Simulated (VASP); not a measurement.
# AlNi: single point with PBEsol

The system is AlNi.

```xyz
2
Lattice="1.9387 -1.9532 0.0000 1.9387 1.9532 0.0000 0.0000 0.0000 3.0994" Properties=species:S:1:pos:R:3 pbc="T T T"
Al    0.0000    0.0000    0.0000
Ni    1.9387    0.0000    1.5497
```

```
Program                : VASP 6.6.1
Task                   : single point
Functional             : PBEsol
Potentials or basis    : VASP PAW PBE potentials, release 64 (Al, Ni)
Cutoff                 : 520 eV
k mesh                 : 16 × 16 × 14
Occupations            : gaussian, width 0.02 eV
Spin                   : no spin polarisation
Dipole correction      : no
Further INCAR settings : ALGO = Fast; EDIFF = 1e-07; NBANDS = 14
```

| Property | Result |
| --- | --- |
| Pressure | 0.5 GPa |
| Band gap on the k mesh | zero (an odd number of electrons rules out a gap without spin polarisation) |

Stress tensor (GPa, compression positive):
```
 3.61  0.00  0.00
 0.00  2.09  0.00
 0.00  0.00 -4.30
```

Levels at points of the mesh, in eV from the Fermi level:
```
           k point  band 5  band 6  band 7  band 8  band 9  band 10
(0.00, 0.00, 0.00)   -1.67   -1.37    2.92    7.02    7.06     7.16
(0.50, 0.00, 0.00)   -2.09   -1.55   -0.38    7.76    7.92     9.37
(0.50, 0.50, 0.00)   -2.45   -2.33   -0.87    2.19    3.29    10.78
(0.00, 0.00, 0.50)   -2.10   -1.33   -1.27    8.40   11.16    11.20
(0.50, 0.00, 0.50)   -2.02   -1.93   -1.25    1.28    2.18    13.60
(0.50, 0.50, 0.50)   -0.86    1.82    2.05    2.17    3.95     4.06
```

Run time: 67 s on 1 thread of Intel(R) Xeon(R) 6975P-C (Granite Rapids), on a shared host, peak memory 0.29 GiB.

Caveat: the stress differs along the axes, from -4 to 4 GPa; the PAW data sets were made with another functional, which shifts forces and pressure a little. Spin polarisation is off, so any magnetic state and its effect on volume and gap are missing.
